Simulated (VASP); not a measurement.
# W (Fm-3m) in VASP: further runs, part 2 of 2

VASP 6.6.1.

## (6) Single point, PBEsol

This run uses another cell than the first one, of 18.07 Å³/atom, 1.174 times its volume.

INCAR reads:

```
PREC     = Accurate       # precision mode
ENCUT    = 520            # plane-wave cutoff, eV
EDIFF    = 1E-6           # SCF threshold, eV
ISMEAR   = -1             # smearing method
SIGMA    = 0.15           # smearing width, eV
LREAL    = False          # projectors in reciprocal space
LASPH    = True           # aspherical terms in the spheres
NELM     = 100            # most SCF steps
ALGO     = Normal         # electronic algorithm
ISIF     = 2              # what is computed and relaxed
LWAVE    = False          # write WAVECAR
LCHARG   = True           # write CHGCAR
GGA      = PS             # functional
LELF     = True           # ELF
LVHAR    = True         
NBANDS   = 13             # bands
```

KPOINTS reads:

```
regular mesh
0
Gamma
  10 10 10
```

POSCAR reads:

```
W
1.0
    0.0000000000      2.0827507031      2.0827507031
    2.0827507031      0.0000000000      2.0827507031
    2.0827507031      2.0827507031      0.0000000000
W
1
Direct
    0.0000000000      0.0000000000      0.0000000000
```

Potentials or basis: VASP PAW PBE potentials, release 64 (W_sv).

Launch:

```console
$ cat potpaw_PBE.64/W_sv/POTCAR > POTCAR
$ mpirun -np 1 vasp_std > vasp.out
```

OUTCAR:

```text
PREC = Accurate
   ENCUT = 520
   EDIFF = 1E-6
   ISMEAR = -1
   LREAL = False
   LASPH = True
   NELM = 100
   ISIF = 2
   GGA = PS

 ion  position               nearest neighbor table
   1  0.000  0.000  0.000-

  LATTYP: Found a face centered cubic cell.
 ALAT       =     4.1655014062

  Lattice vectors:

 A1 = (   0.0000000000,   2.0827507031,   2.0827507031)
 A2 = (   2.0827507031,   0.0000000000,   2.0827507031)
 A3 = (   2.0827507031,   2.0827507031,   0.0000000000)

Analysis of symmetry for initial positions (statically):
=====================================================================
 Subroutine PRICEL returns:
 Original cell was already a primitive cell.

 Routine SETGRP: Setting up the symmetry group for a
 face centered cubic supercell.

 Subroutine GETGRP returns: Found 48 space group operations
 (whereof 48 operations were pure point group operations)
 out of a pool of 48 trial point group operations.

The static configuration has the point symmetry O_h .

Analysis of symmetry for dynamics (positions and initial velocities):
[... 159 lines left out ...]
 val. band max:        9.0520377066   @ k =   0.5000   0.4000   0.1000
 cond. band min:       9.1395985383   @ k =   0.2000   0.1000   0.0000
 fundamental gap:      0.0875608317
 Fermi energy:         9.0605116284

 k-point     1 :       0.0000    0.0000    0.0000
  band No.  band energies     occupation
      1     -64.7877      2.00000
      2     -28.5142      2.00000
      3     -28.5142      2.00000
      4     -28.5142      2.00000
      5       0.5562      2.00000
      6       8.5884      1.91762
      7       8.5884      1.91762
      8       8.5884      1.91762
      9      11.2935      0.00000
     10      11.2935      0.00000
     11      21.7446      0.00000
     12      26.4561      0.00000
     13      26.4561      0.00000
[... 354 lines left out ...]
  band No.  band energies     occupation
      1     -64.7148      2.00000
      2     -29.1458      2.00000
      3     -28.7733      2.00000
      4     -28.7469      2.00000
      5       4.4955      2.00000
      6       5.7975      2.00000
      7       8.8263      1.65310
      8      11.4713      0.00000
      9      12.7263      0.00000
     10      13.2978      0.00000
     11      21.5123      0.00000
     12      23.3839      0.00000
     13      24.8167      0.00000

 [... further k-points ...]
[... 5 lines left out ...]
  --------------------------------------------------------------------------------------
  -------------------------------------------------------------------------------------
  Total       -3.1418482     -3.1418482     -3.1418482     -0.0000000     -0.0000000     -0.0000000
  in kB     -278.5825550   -278.5825550   -278.5825550     -0.0000000     -0.0000000     -0.0000000
  external PRESSURE =    -278.5825550 kB  Pullay stress =       0.0000000 kB

 VOLUME and BASIS-vectors are now :
 -----------------------------------------------------------------------------
  energy-cutoff  :      520.00
  volume of cell :       18.07
      direct lattice vectors                 reciprocal lattice vectors
     0.000000000  2.082750703  2.082750703    -0.240067138  0.240067138  0.240067138
     2.082750703  0.000000000  2.082750703     0.240067138 -0.240067138  0.240067138
     2.082750703  2.082750703  0.000000000     0.240067138  0.240067138 -0.240067138

 POSITION                                       TOTAL-FORCE (eV/Angst)
 -----------------------------------------------------------------------------------
      0.00000      0.00000      0.00000        -0.000000      0.000000      0.000000
 -----------------------------------------------------------------------------------
    total drift:                               -0.000000      0.000000     -0.000000

  FREE ENERGIE OF THE ION-ELECTRON SYSTEM (eV)
  ---------------------------------------------------
  free  energy   TOTEN  =       -13.1528571861 eV

  energy  without entropy=      -13.0560207107  energy(sigma->0) =      -13.10443895
```

stdout:

```text
POSCAR found type information on POSCAR W
 POSCAR found :  1 types and       1 ions
 scaLAPACK will be used
 -----------------------------------------------------------------------------
|                                                                             |
|                                                                             |
|     You enforced a specific xc type in the INCAR file but a different       |
|     I HOPE YOU KNOW WHAT YOU ARE DOING!                                     |
|                                                                             |
 -----------------------------------------------------------------------------

 LDA part: xc-table for (Slater+PW92), standard interpolation
 POSCAR, INCAR and KPOINTS ok, starting setup
 FFT: planning ... GRIDC
 FFT: planning ... GRID_SOFT
 FFT: planning ... GRID
 WAVECAR not read
 entering main loop
```

Wall time 12 s (1 thread of AMD EPYC 7R13, shared host); peak memory 0.11 GiB.

Results:

* Free energy: -13.1529 eV
* Pressure: -27.9 GPa
* Band gap on the k mesh: zero (band 7 reaches 11.65 eV, above the bottom of band 8 at 8.59 eV)

Caveat: the PAW data sets were made with another functional, which shifts forces and pressure a little; spin-orbit coupling is left out, which moves the levels of the heavy elements.

## (7) Summary

| cell | gap on the mesh (eV) | pressure (GPa) |
| --- | --- | --- |
| a = 2.792 Å, angles 60.0°, 1 atom | none | 13.8 |
| a = 2.832 Å, angles 60.0°, 1 atom | none | -0.1 |
| a = 2.871 Å, angles 60.0°, 1 atom | none | -11.3 |
| a = 2.909 Å, angles 60.0°, 1 atom | none | -20.5 |
| a = 2.945 Å, angles 60.0°, 1 atom | none | -27.9 |

Alike in all rows: task single point; level PBEsol; potentials or basis VASP PAW PBE potentials, release 64 (W_sv); no spin polarisation; k mesh 10 × 10 × 10; cutoff (eV) 520; smearing fermi-dirac 0.15 eV.

Caveats: the PAW data sets were made with another functional, which shifts forces and pressure a little; spin-orbit coupling is left out, which moves the levels of the heavy elements.

Total energies depend on the potentials used, so only differences within one code and one set of settings carry meaning.
